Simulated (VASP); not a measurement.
SnSe, 4 atoms in the cell. It takes space group Cmcm (No. 63, orthorhombic). The conventional cell has a = 4.231 Å, b = 11.596 Å, c = 4.229 Å, α = 90.00°, β = 90.00°, γ = 90.00°. Within 3.8 Å of Sn (site symmetry m2m) lie 7 Se at 2.73 to 3.73 Å and 2 Sn at 3.56 Å. Se (site symmetry m2m) has 7 Sn at 2.73 to 3.73 Å and 6 Se at 3.90 to 3.91 Å within 4.0 Å. 

| Property | Result |
| --- | --- |
| Program | VASP 6.6.1 |
| Task | single point |
| Functional | PBE |
| Dispersion | D3(BJ) |
| Potentials or basis | VASP PAW PBE potentials, release 64 (Sn_d, Se) |
| Cutoff | 520 eV |
| k mesh | 8 × 8 × 6 |
| Occupations | gaussian, width 0.02 eV |
| Spin | no spin polarisation |
| Dipole correction | no |
| Further INCAR settings | ALGO = Normal; EDIFF = 1e-06; NBANDS = 28 |

Potentials or basis: VASP PAW PBE potentials, release 64 (Sn_d, Se).

Launch:

```bash
$ cat potpaw_PBE.64/Sn_d/POTCAR potpaw_PBE.64/Se/POTCAR > POTCAR
$ mpirun -np 1 vasp_std > vasp.out
```

Hardware: 1 thread of Intel Xeon 8259CL (shared host).

**Question.** Estimate the wall time of this run.

**Answer.** Run time: 5.6 min on 1 thread of Intel Xeon 8259CL (shared host), peak memory 0.4 GiB. Counts: scf iterations 12, k points 84.
